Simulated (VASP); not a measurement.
# Ge in VASP: further runs

Runs on Ge. Level: PBE. Tasks: single point, relaxation of cell and atoms.

All numbers are computed with VASP 6.6.1; they aren't measurements. Logs are shortened: lines on timing, memory, paths and dates and some standing lists are left out, and cuts for length are marked.

**1. The cell of the first run**

The typed cell holds 2 atoms: a = 2.947 Å, b = 2.947 Å, c = 4.475 Å, α = 90.00°, β = 90.00°, γ = 90.00°.

**2. Single point, PBE**

INCAR

```
SYSTEM = Ge
PREC = Accurate
ENCUT = 520
EDIFF = 1E-6
ISMEAR = 0
SIGMA = 0.1
LREAL = .False.
LASPH = .True.
NELM = 100
ALGO = Normal
ISIF = 2
LWAVE = .False.
LCHARG = .False.
GGA = PE
NBANDS = 21
```

KPOINTS

```
Automatic mesh
0
Gamma
  6 6 4
  0 0 0
```

POSCAR

```
Ge
1.0
    2.9466792467      0.0000000000      0.0000000000
    0.0000000000      2.9466792467      0.0000000000
    0.0000000000      0.0000000000      4.4746040637
Ge
2
Direct
    0.0000000000      0.5000000000      0.7502887641
    0.5000000000      0.0000000000      0.2497112359
```

Potentials or basis: VASP PAW PBE potentials, release 64 (Ge_d).

Run with:

```bash
$ cat potpaw_PBE.64/Ge_d/POTCAR > POTCAR
$ mpirun -np 1 vasp_std > vasp.out
```

OUTCAR:

```text
SYSTEM = Ge
   PREC = Accurate
   ENCUT = 520
   EDIFF = 1E-6
   ISMEAR = 0
   LREAL = .False.
   LASPH = .True.
   NELM = 100
   ISIF = 2
   GGA = PE

 ion  position               nearest neighbor table
   1  0.000  0.500  0.750-
   2  0.500  0.000  0.250-

  LATTYP: Found a simple tetragonal cell.
 ALAT       =     2.9466792467
 C/A-ratio  =     1.5185243079

  Lattice vectors:

 A1 = (   2.9466792467,   0.0000000000,   0.0000000000)
 A2 = (   0.0000000000,   2.9466792467,   0.0000000000)
 A3 = (   0.0000000000,   0.0000000000,   4.4746040637)

Analysis of symmetry for initial positions (statically):
=====================================================================
 Subroutine PRICEL returns:
 Original cell was already a primitive cell.

 Routine SETGRP: Setting up the symmetry group for a
 simple tetragonal supercell.

 Subroutine GETGRP returns: Found 16 space group operations
 (whereof  8 operations were pure point group operations)
 out of a pool of 16 trial point group operations.

The static configuration has the point symmetry D_2d.
 The point group associated with its full space group is D_4h.

Analysis of symmetry for dynamics (positions and initial velocities):
=====================================================================
 Subroutine PRICEL returns:
 Original cell was already a primitive cell.

 Routine SETGRP: Setting up the symmetry group for a
 simple tetragonal supercell.

 Subroutine GETGRP returns: Found 16 space group operations
 (whereof  8 operations were pure point group operations)
 out of a pool of 16 trial point group operations.

The dynamic configuration has the point symmetry D_2d.
 The point group associated with its full space group is D_4h.

 Subroutine INISYM returns: Found 16 space group operations
 (whereof  8 operations are pure point group operations),
 and found     1 'primitive' translations

----------------------------------------------------------------------------------------

                                     Primitive cell

  volume of cell :      38.8526

  direct lattice vectors                    reciprocal lattice vectors
     2.946679247  0.000000000  0.000000000     0.339365067  0.000000000  0.000000000
     0.000000000  2.946679247  0.000000000     0.000000000  0.339365067  0.000000000
     0.000000000  0.000000000  4.474604064     0.000000000  0.000000000  0.223483460

  length of vectors
     2.946679247  2.946679247  4.474604064     0.339365067  0.339365067  0.223483460

  position of ions in fractional coordinates (direct lattice)
     0.000000000  0.500000000  0.750288764
     0.500000000  0.000000000  0.249711236

  ion indices of the primitive-cell ions
   primitive index   ion index
                 1           1
                 2           2

----------------------------------------------------------------------------------------

 KPOINTS: Automatic mesh

Automatic generation of k-mesh.
 Grid dimensions read from file:
 generate k-points for:    6    6    4

 Generating k-lattice:

  Cartesian coordinates                     Fractional coordinates (reciprocal lattice)
     0.056560845  0.000000000  0.000000000     0.166666667  0.000000000  0.000000000
     0.000000000  0.056560845  0.000000000     0.000000000  0.166666667  0.000000000
     0.000000000  0.000000000  0.055870865     0.000000000  0.000000000  0.250000000

  Length of vectors
     0.056560845  0.056560845  0.055870865

  Shift w.r.t. Gamma in fractional coordinates (k-lattice)
     0.000000000  0.000000000  0.000000000

 Subroutine IBZKPT returns following result:
 ===========================================

 Found     30 irreducible k-points:

 Following reciprocal coordinates:
            Coordinates               Weight
  0.000000  0.000000  0.000000      1.000000
  0.166667  0.000000  0.000000      4.000000
  0.333333  0.000000  0.000000      4.000000
  0.500000  0.000000  0.000000      2.000000
  0.166667  0.166667  0.000000      4.000000
  0.333333  0.166667  0.000000      8.000000
[... 16 lines left out ...]
  0.333333  0.000000  0.500000      4.000000
  0.500000  0.000000  0.500000      2.000000
 [... further k-points ...]
   k-points           NKPTS =     30   k-points in BZ     NKDIM =     30   number of bands    NBANDS=     21
   number of dos      NEDOS =    301   number of ions     NIONS =      2
   total plane-waves  NPLWV =  20736
   dimension x,y,z NGX =    24 NGY =   24 NGZ =   36
   dimension x,y,z NGXF=    48 NGYF=   48 NGZF=   72
   ions per type =               2
   NGX,Y,Z   is equivalent  to a cutoff of  13.54, 13.54, 13.38 a.u.
   NGXF,Y,Z  is equivalent  to a cutoff of  27.08, 27.08, 26.75 a.u.
 SYSTEM =  Ge
   PREC   = accura    normal or accurate (medium, high low for compatibility)
   ISTART =      0    job   : 0-new  1-cont  2-samecut
   ICHARG =      2    charge: 1-file 2-atom 10-const
   ISPIN  =      1    spin polarized calculation?
   LNONCOLLINEAR =      F non collinear calculations
   LSORBIT =      F    spin-orbit coupling
   LASPH  =      T    aspherical Exc in radial PAW
   ENCUT  =  520.0 eV  38.22 Ry    6.18 a.u.   5.48  5.48  8.32*2*pi/ulx,y,z
   NELM   =    100;   NELMIN=  2; NELMDL= -5     # of ELM steps
   EDIFF  = 0.1E-05   stopping-criterion for ELM
   LREAL  =      F    real-space projection
   EDIFFG = 0.1E-04   stopping-criterion for IOM
   NSW    =      0    number of steps for IOM
   IBRION =     -1    ionic relax: 0-MD 1-quasi-New 2-CG
   NFREE  =      0    steps in history (QN), initial steepest desc. (CG)
   ISIF   =      2    stress and relaxation
   ISYM   =      2    0-nonsym 1-usesym 2-fastsym
   POTIM  = 0.5000    time-step for ionic-motion
   TEBEG  =    0.0;   TEEND  =   0.0 temperature during run
   PSTRESS=    0.0 pullay stress
   NELECT =      28.0000    total number of electrons
   NUPDOWN=      -1.0000    fix difference up-down
   EMIN   =  10.00;   EMAX   =-10.00  energy-range for DOS
   EFERMI =   0.00;   METHOD = LEGACY
   ISMEAR =     0;   SIGMA  =   0.10  broadening in eV -4-tet -1-fermi 0-gaus
   EFERMI_NEDOS =   21; number of points for ismear=-14 and -15
   IALGO  =     38    algorithm
   IMIX   =      4    mixing-type and parameters
     AMIX     =   0.40;   BMIX     =  1.00
     AMIX_MAG =   1.60;   BMIX_MAG =  1.00
  volume/ion in A,a.u.               =      19.43       131.10
  Fermi-wavevector in a.u.,A,eV,Ry     =   1.467757  2.773658 29.311162  2.154310
  Thomas-Fermi vector in A             =   2.583336
   LORBIT       =      0    0 simple, 1 ext, 2 COOP (PROOUT), +10 PAW based schemes
   GGA     = PE    functional components
   LHFCALC =     F    Hartree Fock is set to
   AEXX    =    0.0000 exact exchange contribution
   IVDW    =     0    specifies the selected vdW correction
   LEPSILON=     F    determine dielectric tensor
   LRPA    =     F    only Hartree local field effects (RPA)
 non-spin polarized calculation
 Gauss-broadening in eV      SIGMA  =   0.10
  energy-cutoff  :      520.00
  volume of cell :       38.85
 maximum number of plane-waves:      1065
 NGX is ok and might be reduce to    24

 number of electron      28.0000003 magnetization

 Free energy of the ion-electron system (eV)
  ---------------------------------------------------
  ext. energy  EPLUGINS =         0.00000000
  ---------------------------------------------------
  free energy    TOTEN  =        -8.27880673 eV

  energy without entropy =       -8.27274652  energy(sigma->0) =       -8.27577662

 E-fermi :   6.6423     XC(G=0): -11.1545

 val. band max:        6.5898362920   @ k =   0.5000   0.5000   0.5000
 cond. band min:       6.7044443866   @ k =   0.5000   0.5000   0.2500
 fundamental gap:      0.1146080946
 Fermi energy:         6.6423301557

 k-point     1 :       0.0000    0.0000    0.0000
  band No.  band energies     occupation
      1     -18.3057      2.00000
      2     -18.2726      2.00000
      3     -18.2635      2.00000
      4     -18.2410      2.00000
      5     -18.2410      2.00000
      6     -18.2230      2.00000
[... 13 lines left out ...]
     20      15.2075      0.00000
     21      20.0450      0.00000

 k-point     2 :       0.1667    0.0000    0.0000
  band No.  band energies     occupation
      1     -18.2887      2.00000
      2     -18.2575      2.00000
      3     -18.2511      2.00000
      4     -18.2445      2.00000
      5     -18.2344      2.00000
      6     -18.2153      2.00000
[... 13 lines left out ...]
     20      18.2088      0.00000
     21      19.2964      0.00000

 k-point     3 :       0.3333    0.0000    0.0000
  band No.  band energies     occupation
      1     -18.2700      2.00000
      2     -18.2478      2.00000
      3     -18.2470      2.00000
      4     -18.2170      2.00000
      5     -18.2074      2.00000
      6     -18.2058      2.00000
[... 13 lines left out ...]
     20      20.4493      0.00000
     21      20.6054      0.00000

 k-point     4 :       0.5000    0.0000    0.0000
  band No.  band energies     occupation
      1     -18.2559      2.00000
      2     -18.2559      2.00000
      3     -18.2364      2.00000
      4     -18.2364      2.00000
      5     -18.2005      2.00000
      6     -18.2005      2.00000
[... 13 lines left out ...]
     20      17.6410      0.00000
     21      22.8563      0.00000

 k-point     5 :       0.1667    0.1667    0.0000
  band No.  band energies     occupation
      1     -18.2636      2.00000
      2     -18.2552      2.00000
      3     -18.2529      2.00000
      4     -18.2311      2.00000
      5     -18.2219      2.00000
      6     -18.2182      2.00000
[... 13 lines left out ...]
     20      18.3243      0.00000
     21      18.8331      0.00000

 k-point     6 :       0.3333    0.1667    0.0000
  band No.  band energies     occupation
      1     -18.2642      2.00000
      2     -18.2496      2.00000
      3     -18.2325      2.00000
      4     -18.2289      2.00000
      5     -18.2102      2.00000
      6     -18.2057      2.00000
[... 13 lines left out ...]
     20      17.1264      0.00000
     21      19.1783      0.00000

 k-point     7 :       0.5000    0.1667    0.0000
  band No.  band energies     occupation
      1     -18.2569      2.00000
      2     -18.2569      2.00000
      3     -18.2427      2.00000
      4     -18.2427      2.00000
      5     -18.2056      2.00000
      6     -18.2056      2.00000
[... 13 lines left out ...]
     20      17.9117      0.00000
     21      18.8561      0.00000
[... 291 lines left out ...]
      1     -18.2791      2.00000
      2     -18.2791      2.00000
      3     -18.2557      2.00000
      4     -18.2557      2.00000
      5     -18.1827      2.00000
      6     -18.1827      2.00000
[... 13 lines left out ...]
     20      15.0135      0.00000
     21      15.5736      0.00000

 k-point    21 :       0.0000    0.0000    0.5000
  band No.  band energies     occupation
      1     -18.2847      2.00000
      2     -18.2844      2.00000
      3     -18.2460      2.00000
      4     -18.2456      2.00000
      5     -18.1986      2.00000
      6     -18.1986      2.00000
[... 13 lines left out ...]
     20      15.4807      0.00000
     21      16.0035      0.00000

 k-point    22 :       0.1667    0.0000    0.5000
  band No.  band energies     occupation
      1     -18.2704      2.00000
      2     -18.2701      2.00000
      3     -18.2425      2.00000
      4     -18.2421      2.00000
      5     -18.2072      2.00000
      6     -18.2069      2.00000
[... 13 lines left out ...]
     20      16.2219      0.00000
     21      19.6245      0.00000

 k-point    23 :       0.3333    0.0000    0.5000
  band No.  band energies     occupation
      1     -18.2582      2.00000
      2     -18.2580      2.00000
      3     -18.2465      2.00000
      4     -18.2462      2.00000
      5     -18.2233      2.00000
      6     -18.2232      2.00000
[... 13 lines left out ...]
     20      17.4594      0.00000
     21      19.2623      0.00000

 k-point    24 :       0.5000    0.0000    0.5000
  band No.  band energies     occupation
      1     -18.2591      2.00000
      2     -18.2591      2.00000
      3     -18.2499      2.00000
      4     -18.2499      2.00000
      5     -18.2311      2.00000
      6     -18.2311      2.00000
[... 13 lines left out ...]
     20      17.3712      0.00000
     21      19.4423      0.00000

 [... further k-points ...]

------------------------ aborting loop because EDIFF is reached ----------------------------------------

  FORCE on cell =-STRESS in cart. coord.  units (eV):
  Direction    XX          YY          ZZ          XY          YZ          ZX
  --------------------------------------------------------------------------------------
  -------------------------------------------------------------------------------------
  Total        0.0256941      0.0256941      0.0126328      0.0000000      0.0000000      0.0000000
  in kB        1.0595559      1.0595559      0.5209424      0.0000000      0.0000000      0.0000000
  external PRESSURE =       0.8800181 kB  Pullay stress =       0.0000000 kB

 VOLUME and BASIS-vectors are now :
 -----------------------------------------------------------------------------
  energy-cutoff  :      520.00
  volume of cell :       38.85
      direct lattice vectors                 reciprocal lattice vectors
     2.946679247  0.000000000  0.000000000     0.339365067  0.000000000  0.000000000
     0.000000000  2.946679247  0.000000000     0.000000000  0.339365067  0.000000000
     0.000000000  0.000000000  4.474604064     0.000000000  0.000000000  0.223483460

 POSITION                                       TOTAL-FORCE (eV/Angst)
 -----------------------------------------------------------------------------------
      0.00000      1.47334      3.35725        -0.000000      0.000000     -0.006656
      1.47334      0.00000      1.11736         0.000000      0.000000      0.006656
 -----------------------------------------------------------------------------------
    total drift:                                0.000000      0.000000     -0.000000

  FREE ENERGIE OF THE ION-ELECTRON SYSTEM (eV)
  ---------------------------------------------------
  free  energy   TOTEN  =        -8.2788067278 eV

  energy  without entropy=       -8.2727465164  energy(sigma->0) =       -8.27577662
```

Run time: 8.6 s. Hardware: 1 thread of Intel Xeon 6975P-C (Granite Rapids), shared host; peak memory 0.15 GiB.

What came out:

| Quantity | Value |
| --- | --- |
| Free energy | -8.2788 eV |
| Pressure | 0.1 GPa |
| Largest force | 0.007 eV/Å |
| Band gap on the k mesh | zero (band 14 reaches 10.30 eV, above the bottom of band 15 at 4.52 eV) |

Forces on the atoms (eV/Å):
```
Ge   0.000  0.000 -0.007
Ge   0.000  0.000  0.007
```

**3. Relaxation of cell and atoms, PBE**

This run uses another cell than the first one: it holds 1 atom, not 2.

INCAR

```
SYSTEM = Ge
PREC = Accurate ; ENCUT = 600
EDIFF = 1E-6 ; ISMEAR = 0
SIGMA = 0.1 ; LREAL = .False.
LASPH = .True. ; NELM = 100
ALGO = Normal ; ISIF = 3
LWAVE = .False. ; LCHARG = .False.
GGA = PE ; IBRION = 2
NSW = 100 ; EDIFFG = -0.01
```

KPOINTS

```
regular mesh
0
Gamma
  26 26 26
  0 0 0
```

POSCAR

```
Ge
1.0
   -1.4733396233      1.4733396233      2.2373020318
    1.4733396233     -1.4733396233      2.2373020318
    1.4733396233      1.4733396233     -2.2373020318
Ge
1
Direct
    0.0000000000      0.0000000000      0.0000000000
```

Potentials or basis: VASP PAW PBE potentials, release 64 (Ge_d).

Run with:

```bash
$ cat potpaw_PBE.64/Ge_d/POTCAR > POTCAR
$ mpirun -np 1 vasp_std > vasp.out
```

Run time: 2.3 min. Hardware: 1 thread of Intel Xeon Platinum 8559C (Emerald Rapids), shared host; peak memory 0.42 GiB.

It converged, with:

| Quantity | Value |
| --- | --- |
| Free energy | -4.1894 eV |
| Relaxed volume | 19.53 Å³/atom |
| Relaxed cell | a = 3.063 Å, b = 3.063 Å, c = 3.063 Å, α = 122.39°, β = 122.39°, γ = 85.91° |
| Space group after relaxing (to 0.05 Å) | I4/mmm (No. 139) |
| Energy gained by relaxing | 0.1 meV/atom |
| Ionic steps | 3 |
| Pressure after relaxing | 0.0 GPa |
| Band gap on the k mesh | zero (band 7 reaches 15.06 eV, above the bottom of band 8 at 3.77 eV) |

The path:
```csv
step,energy change (eV),largest force (eV/Å),pressure (GPa),volume (Å³)
1,0.0000,0.0000,0.27,19.43
2,-0.0001,0.0000,0.09,19.52
3,-0.0001,0.0000,0.00,19.53
```

Final structure:
```cif
data_structure
_symmetry_space_group_name_H-M 'P 1'
_symmetry_Int_Tables_number 1
_cell_length_a 3.0630
_cell_length_b 3.0630
_cell_length_c 3.0630
_cell_angle_alpha 122.390
_cell_angle_beta 122.390
_cell_angle_gamma 85.908
_cell_volume 19.53
loop_
_atom_site_label
_atom_site_type_symbol
_atom_site_fract_x
_atom_site_fract_y
_atom_site_fract_z
_atom_site_occupancy
Ge1 Ge 0.00000 0.00000 0.00000 1
```

Levels at points of the mesh, in eV from the Fermi level:
| k point | band 5 | band 6 | band 7 | band 8 | band 9 | band 10 |
| --- | --- | --- | --- | --- | --- | --- |
| (0.00, 0.00, 0.00) | -24.73 | -12.96 | 8.56 | 8.60 | 8.60 | 13.45 |
| (0.50, 0.00, 0.00) | -24.70 | -7.88 | -5.39 | 5.83 | 7.31 | 10.78 |
| (0.50, 0.50, 0.00) | -24.67 | -5.25 | -3.92 | 1.89 | 2.51 | 5.87 |
| (0.50, 0.50, 0.50) | -24.70 | -6.49 | -4.64 | 3.27 | 3.27 | 7.14 |
